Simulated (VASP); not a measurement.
Wanted: the native input for a VASP 6.6.1 run.

| Quantity | Value |
| --- | --- |
| Task | relaxation of cell and atoms |
| Functional | LDA |
| Potentials or basis | VASP PAW LDA potentials, release 64 (Mg, H) |
| Cutoff | 600 eV |
| k mesh | 8 × 8 × 8 |
| Occupations | fermi-dirac, width 0.01 eV |
| Spin | no spin polarisation |
| Target pressure | 30 GPa |
| Dipole correction | no |
| Further INCAR settings | ALGO = Normal; EDIFF = 1e-07; IBRION = 2; EDIFFG = -0.03; NSW = 80; ISIF = 3 |

The structure of MgH2 lies in POSCAR:

```
MgH2
1.0
    0.0000000000      2.3800000000      2.3800000000
    2.3800000000      0.0000000000      2.3800000000
    2.3800000000      2.3800000000      0.0000000000
Mg H
1 2
Direct
    0.0000000000      0.0000000000      0.0000000000
    0.2500000000      0.2500000000      0.2500000000
    0.7500000000      0.7500000000      0.7500000000
```

One way to write it, as run:

INCAR

```
SYSTEM = MgH2
PREC = Accurate
ENCUT = 600
EDIFF = 1E-7
ISMEAR = -1
SIGMA = 0.01
LREAL = .FALSE.
LASPH = .TRUE.
NELM = 120
ALGO = Normal
ISIF = 3
LWAVE = .FALSE.
LCHARG = .FALSE.
IBRION = 2
NSW = 80
EDIFFG = -0.03
PSTRESS = 300.0
GGA_COMPAT = .FALSE.
NELMIN = 4
```

KPOINTS

```
Automatic mesh
0
G
  8 8 8
  0 0 0
```

Potentials or basis: VASP PAW LDA potentials, release 64 (Mg, H).

Run with:

```sh
$ cat potpaw_LDA.64/Mg/POTCAR potpaw_LDA.64/H/POTCAR > POTCAR
$ mpirun -np 1 vasp_std > vasp.out
```

Results of the run:

```json
{
  "Relaxed volume": "6.39 Å³/atom",
  "Relaxed cell": "a = 3.004 Å, b = 3.004 Å, c = 3.004 Å, α = 60.00°, β = 60.00°, γ = 60.00°",
  "Space group after relaxing (to 0.1 Å)": "Fm-3m (No. 225)",
  "Energy change on relaxing (the run minimises the enthalpy)": "+147.1 meV/atom",
  "Ionic steps": "4",
  "Pressure after relaxing": "30.2 GPa",
  "Band gap on the k mesh": "zero (bands 2 and 3 overlap by 2.88 eV)"
}
```

Caveat: the cell is relaxed towards a set pressure, so the run minimises the enthalpy, not the energy; the volume moved by over 15 % at a fixed basis, so the end points are rough.

It took 7.9 s on 1 thread of Intel(R) Xeon(R) 6975P-C (Granite Rapids), on a shared host, peak memory 0.15 GiB.
